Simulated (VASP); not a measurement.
## FeSi: single point with PBE

The system is FeSi.

```xyz
8
Lattice="4.4480 0.0000 0.0000 0.0000 4.4480 0.0000 0.0000 0.0000 4.4480" Properties=species:S:1:pos:R:3 pbc="T T T"
Fe    0.6049    0.6049    0.6049
Fe    1.6191    3.8431    2.8289
Fe    2.8289    1.6191    3.8431
Fe    3.8431    2.8289    1.6191
Si    3.7395    3.7395    3.7395
Si    2.9325    0.7085    1.5155
Si    1.5155    2.9325    0.7085
Si    0.7085    1.5155    2.9325
```

| Quantity | Value |
| --- | --- |
| Program | VASP 6.6.1 |
| Task | single point |
| Functional | PBE |
| Potentials or basis | VASP PAW PBE potentials, release 64 (Fe, Si) |
| Cutoff | 520 eV |
| k mesh | 8 × 8 × 8 |
| Occupations | gaussian, width 0.05 eV |
| Spin | collinear spin, ferromagnetic start |
| Starting moments | [2.5, 2.5, 2.5, 2.5, 0.0, 0.0, 0.0, 0.0] μB |

| Quantity | Value |
| --- | --- |
| Pressure | 0.2 GPa |
| Largest force | 0.035 eV/Å |
| Band gap on the k mesh | 0.16 eV (least direct gap 0.17 eV) |
| Net moment | 0.01 μB per cell |
| Valence electrons inside the program's atomic spheres | Fe 7.66; Si 1.64 |

Forces on the atoms (eV/Å):
```
Fe   0.020  0.020  0.020
Fe  -0.020 -0.020  0.020
Fe   0.020 -0.020 -0.020
Fe  -0.020  0.020 -0.020
Si   0.001  0.001  0.001
Si  -0.001 -0.001  0.001
Si   0.001 -0.001 -0.001
Si  -0.001  0.001 -0.001
```

Levels at points of the mesh, in eV from the valence-band top:
Spin up:
```
           k point  band 21  band 22  band 23  band 24  band 25  band 26  band 27  band 28
(0.00, 0.00, 0.00)    -0.29    -0.29    -0.04    -0.04     0.66     0.66     0.66     3.03
(0.50, 0.00, 0.00)    -0.38    -0.38    -0.01    -0.01     0.20     0.20     1.72     1.72
(0.50, 0.50, 0.00)    -1.01    -1.01    -0.36    -0.36     0.64     0.64     1.30     1.30
(0.50, 0.50, 0.50)    -0.67    -0.67    -0.67    -0.67     0.50     0.50     0.50     0.50
```
Spin down:
```csv
k point,band 22,band 23,band 24,band 25,band 26,band 27
"(0.00, 0.00, 0.00)",-0.28,-0.04,-0.04,0.66,0.66,0.66
"(0.50, 0.00, 0.00)",-0.38,-0.01,-0.01,0.20,0.20,1.72
"(0.50, 0.50, 0.00)",-1.01,-0.36,-0.36,0.64,0.64,1.30
"(0.50, 0.50, 0.50)",-0.67,-0.67,-0.67,0.50,0.50,0.50
```

Wall time 8 min on 1 thread of AMD EPYC 7R43 64-Core Processor (Zen 3), with other jobs on the host, peak memory 0.34 GiB.

Caveat: the moments typed at the start vanished in this run. A k mesh can miss the band edges.
